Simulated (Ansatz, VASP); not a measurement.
## One calculation of NiSb, two programs

```xyz
2
Lattice="0.0000 2.6337 2.6337 2.6337 0.0000 2.6337 2.6337 2.6337 0.0000" Properties=species:S:1:pos:R:3 pbc="T T T"
Ni    2.6337    2.6337    2.6337
Sb    0.0000    0.0000    0.0000
```

Alike in both runs: task single point; functional PBE; k mesh 12 × 12 × 12; occupations gaussian, width 0.05 eV; no spin polarisation.

|  | VASP | Ansatz |
| --- | --- | --- |
| version | VASP 6.6.1 | Ansatz 0.2.0 |
| potentials or method | VASP PAW PBE potentials, release 64 (Ni, Sb), cutoff 520 eV | scalar-relativistic, plane waves, PAW |
| valence electrons in the cell | 15 | 33 |

|  | VASP | Ansatz | Ansatz less VASP |
| --- | --- | --- | --- |
| gap on the k mesh at the Fermi level (eV) | none | none | - |
| pressure (GPa) | -0.8 | 0.0 | +0.78 |

A gap of «none» marks a metal or a gap that the smearing closes. VASP's potentials hold 15 valence electrons a cell and Ansatz's 33, so a difference there can come from the potentials and not from the codes.

Neither program's run includes spin-orbit coupling.
